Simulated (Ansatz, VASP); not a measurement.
BN: VASP beside Ansatz

```xyz
4
Lattice="2.4676 0.0000 0.0000 -1.2338 2.1370 0.0000 0.0000 0.0000 4.0816" Properties=species:S:1:pos:R:3 pbc="T T T"
B     0.0000    1.4247    0.0021
B     1.2338    0.7123    2.0429
N     0.0000    1.4247    1.5285
N     1.2338    0.7123    3.5693
```

Change from the starting cell: hydrostatic strain -3.0%.

Alike in both runs: task single point; functional r2SCAN; k mesh 12 × 12 × 6; no spin polarisation.

|  | VASP | Ansatz |
| --- | --- | --- |
| version | VASP 6.6.1 | Ansatz 0.2.0 |
| potentials or method | VASP PAW PBE potentials, release 64 (B, N) | plane waves, PAW |
| plane-wave cutoff (eV) | 520 | 500 |
| occupations | gaussian, width 0.01 eV | fixed |
| valence electrons in the cell | 16 | 16 |

VASP gave:

```
gap on the k mesh at the Fermi level (eV)                     : 5.52
pressure (GPa)                                                : 43.7
traceless stress, the component that is largest in VASP (GPa) : 0.56
```

**Question.** What did Ansatz give for the same quantities?

**Answer.** gap on the k mesh at the Fermi level (eV): 5.57; pressure (GPa): 42.2; traceless stress, the component that is largest in VASP (GPa): 0.52.

VASP's potentials were made for PBE, not for r2SCAN. Both programs put the cell under a high pressure, so it lies far from rest at this level.
